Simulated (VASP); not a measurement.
Wanted: the native input for a VASP 6.6.1 run.

```yaml
Task: relaxation of cell and atoms
Functional: PBE
Potentials_or_basis: VASP PAW PBE potentials, release 64 (Ir)
Cutoff: 600 eV
k_mesh: 9 × 9 × 5
Occupations: fermi-dirac, width 0.05 eV
Spin: no spin polarisation
Target_pressure: 20 GPa
Dipole_correction: no
Further_INCAR_settings: ALGO = Normal; EDIFF = 1e-06; IBRION = 2; EDIFFG = -0.02; NSW = 80; ISIF = 3
```

The structure of Ir lies in POSCAR:

```
Ir
1.0
    2.7100000000      0.0000000000      0.0000000000
   -1.3550000000      2.3469288443      0.0000000000
    0.0000000000      0.0000000000      4.4254300000
Ir
2
Direct
    0.3333333333      0.6666666667      0.2500000000
    0.6666666667      0.3333333333      0.7500000000
```

These files were run (other wordings do the same):

INCAR

```
ALGO = Normal ; EDIFF = 1E-6
EDIFFG = -0.02 ; ENCUT = 600
GGA = PE ; IBRION = 2
ISIF = 3 ; ISMEAR = -1
LASPH = T ; LCHARG = F
LREAL = F ; LWAVE = F
NELM = 100 ; NSW = 80
PREC = Accurate ; PSTRESS = 200.0
SIGMA = 0.05
```

KPOINTS

```
k-points
0
Gamma
  9 9 5
```

Potentials or basis: VASP PAW PBE potentials, release 64 (Ir).

Run with:

```console
$ cat potpaw_PBE.64/Ir/POTCAR > POTCAR
$ mpirun -np 1 vasp_std > vasp.out
```

Results of the run:

| Item | Value |
| --- | --- |
| Relaxed volume | 13.86 Å³/atom |
| Relaxed cell | a = 2.702 Å, b = 2.702 Å, c = 4.385 Å, α = 90.00°, β = 90.00°, γ = 120.00° |
| Space group after relaxing (to 0.05 Å) | P6_3/mmc (No. 194) |
| Energy change on relaxing (the enthalpy is what falls) | +21.7 meV/atom |
| Ionic steps | 7 |
| Pressure after relaxing | 20.1 GPa |
| Band gap on the k mesh | zero (band 9 reaches 11.86 eV, above the bottom of band 10 at 8.65 eV) |

Caveat: the cell is relaxed towards a set pressure, so the enthalpy falls and the energy may rise; spin-orbit coupling is left out, which moves the levels of the heavy elements.

Run time: 24 s on 1 thread of Intel(R) Xeon(R) 6975P-C (Granite Rapids), on a shared host, peak memory 0.17 GiB.
